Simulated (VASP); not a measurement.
Wanted: the native input for a VASP 6.6.1 run.

- Task: electric field gradients
- Functional: PBEsol
- Potentials or basis: VASP PAW PBE potentials, release 64 (Ba_sv, Te)
- Cutoff: 520 eV
- k mesh: 10 × 10 × 10
- Occupations: fermi-dirac, width 0.05 eV
- Spin: no spin polarisation
- Dipole correction: no
- Further INCAR settings: ALGO = Normal; EDIFF = 1e-08; NBANDS = 15

The structure of BaTe lies in POSCAR:

```
BaTe
1.0
    0.0000000000      3.4213289869      3.4213289869
    3.4213289869      0.0000000000      3.4213289869
    3.4213289869      3.4213289869      0.0000000000
Ba Te
1 1
Direct
    0.0000000000      0.0000000000      0.0000000000
    0.5000000000      0.5000000000      0.5000000000
```

One way to write it, as run:

INCAR

```
PREC = Accurate ; ENCUT = 520
EDIFF = 1E-8 ; ISMEAR = -1
SIGMA = 0.05 ; LREAL = False
LASPH = True ; NELM = 100
ALGO = Normal ; ISIF = 2
LWAVE = False ; LCHARG = False
GGA = PS ; LEFG = True
NBANDS = 15
```

KPOINTS

```
Automatic mesh
0
Gamma
  10 10 10
```

Potentials or basis: VASP PAW PBE potentials, release 64 (Ba_sv, Te).

Launch:

```console
$ cat potpaw_PBE.64/Ba_sv/POTCAR potpaw_PBE.64/Te/POTCAR > POTCAR
$ mpirun -np 1 vasp_std > vasp.out
```

Results of the run:

```json
{"Pressure": "2.0 GPa", "Band gap on the k mesh": "1.26 eV (least direct gap 1.65 eV)", "Largest electric field gradient by atom": "under 0.05 V/Å² on every atom"}
```

Caveat: the PAW data sets were made with another functional, which shifts forces and pressure a little; spin-orbit coupling is left out, which moves the levels of the heavy elements.

It took 30 s on 1 thread of Intel(R) Xeon(R) Platinum 8559C (Emerald Rapids) (shared host), peak memory 0.23 GiB.
